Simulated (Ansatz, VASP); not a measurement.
## One calculation of In3SbAs2, two programs

Contents of INCAR:

```
PREC = Accurate
ENCUT = 520
EDIFF = 1E-6
ISMEAR = -1
SIGMA = 0.02
LREAL = False
LASPH = True
NELM = 100
ALGO = Normal
ISIF = 2
LWAVE = False
LCHARG = True
GGA = PE
LELF = True
LVHAR = True
NBANDS = 36
```

The input KPOINTS:

```
regular mesh
0
Gamma
  6 6 6
```

File POSCAR:

```
In3SbAs2
1.0
   -2.2860076042      6.8548618255      3.2255416861
    2.2860076042     -6.8548618255      3.2255416861
    2.2860076042      6.8548618255     -3.2255416861
As In Sb
2 3 1
Direct
    0.3326410519      0.0007660252      0.3318750267
    0.6688909985      0.0007660252      0.6681249733
    0.5647435378      0.7394902188      0.8252533191
    0.9142368997      0.7394902188      0.1747466809
    0.2714415012      0.7714415012      0.5000000000
   -0.0019539892     -0.0019539892      0.0000000000
```

Input for Ansatz:

```yaml
crystal:
  lattice:
    - [-2.2860076042, 6.8548618255, 3.2255416861]
    - [2.2860076042, -6.8548618255, 3.2255416861]
    - [2.2860076042, 6.8548618255, -3.2255416861]
  atoms:
    - { symbol: As, position: [0.3326410519, 0.0007660252, 0.3318750267] }
    - { symbol: In, position: [0.5647435378, 0.7394902188, 0.8252533191] }
    - { symbol: As, position: [0.6688909985, 0.0007660252, 0.6681249733] }
    - { symbol: In, position: [0.9142368997, 0.7394902188, 0.1747466809] }
    - { symbol: Sb, position: [-0.0019539892, -0.0019539892, 0.0] }
    - { symbol: In, position: [0.2714415012, 0.7714415012, 0.5] }
kpoints:
  mp_grid: { grid: [6, 6, 6] }
hamiltonian:
  xc: pbe
scf:
  occupations: { method: fermi_dirac, width: 0.02 }
  n_extra_bands: 5
output:
  forces: true
  stress: true
  eigenvalues: true
```

Alike in both runs: task single point; functional PBE; k mesh 6 × 6 × 6; occupations fermi-dirac, width 0.02 eV; no spin polarisation.

```csv
,VASP,Ansatz
version,VASP 6.6.1,Ansatz 0.2.0
potentials or method,"VASP PAW PBE potentials, release 64 (As, In_d, Sb)","plane waves, PAW"
plane-wave cutoff (eV),520,420
valence electrons in the cell,54,84
```

Ansatz gave:

| Property | Result |
| --- | --- |
| pressure (GPa) | -2.2 |
| rms of the force components (eV/Å) | 0.015 |

**Question.** What did VASP give for the same quantities?

**Answer.** Pressure (GPa): -2.2; rms of the force components (eV/Å): 0.016.

With one functional, cell and mesh, what is left measures potentials, basis and numerics. VASP's potentials hold 54 valence electrons a cell and Ansatz's 84, so a difference there can come from the potentials and not from the codes.

Spin-orbit coupling is off throughout.
